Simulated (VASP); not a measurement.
ScAl3, 4 atoms in the cell. Symmetry: Pm-3m, No. 221, cubic system. Conventional cell: a = 4.088 Å, b = 4.088 Å, c = 4.088 Å, α = 90.00°, β = 90.00°, γ = 90.00°. Within 3.8 Å of Sc (site symmetry m-3m) lie 12 Al at 2.89 Å. Al (site symmetry 4/mmm) has 4 Sc at 2.89 Å and 8 Al at 2.89 Å within 3.8 Å. 

* Program: VASP 6.6.1
* Task: single point
* Functional: r2SCAN
* Potentials or basis: VASP PAW PBE potentials, release 64 (Sc_sv, Al)
* Cutoff: 520 eV
* k mesh: 11 × 11 × 11
* Occupations: fermi-dirac, width 0.05 eV
* Spin: no spin polarisation
* Dipole correction: no
* Further INCAR settings: ALGO = Normal; EDIFF = 1e-06; NBANDS = 18

Potentials or basis: VASP PAW PBE potentials, release 64 (Sc_sv, Al).

The run is started by

```bash
$ cat potpaw_PBE.64/Sc_sv/POTCAR potpaw_PBE.64/Al/POTCAR > POTCAR
$ cp INCAR.step1 INCAR
$ mpirun -np 1 vasp_std > vasp.out
$ cp INCAR.step2 INCAR
$ mpirun -np 1 vasp_std > vasp.out
```

Hardware: 1 thread of Intel(R) Xeon(R) 6975P-C (Granite Rapids) (shared host).

Question: Estimate the wall time of this run.

Answer: It took 99 s on 1 thread of Intel(R) Xeon(R) 6975P-C (Granite Rapids), with other jobs on the host, peak memory 0.21 GiB. Counts: k points 56.
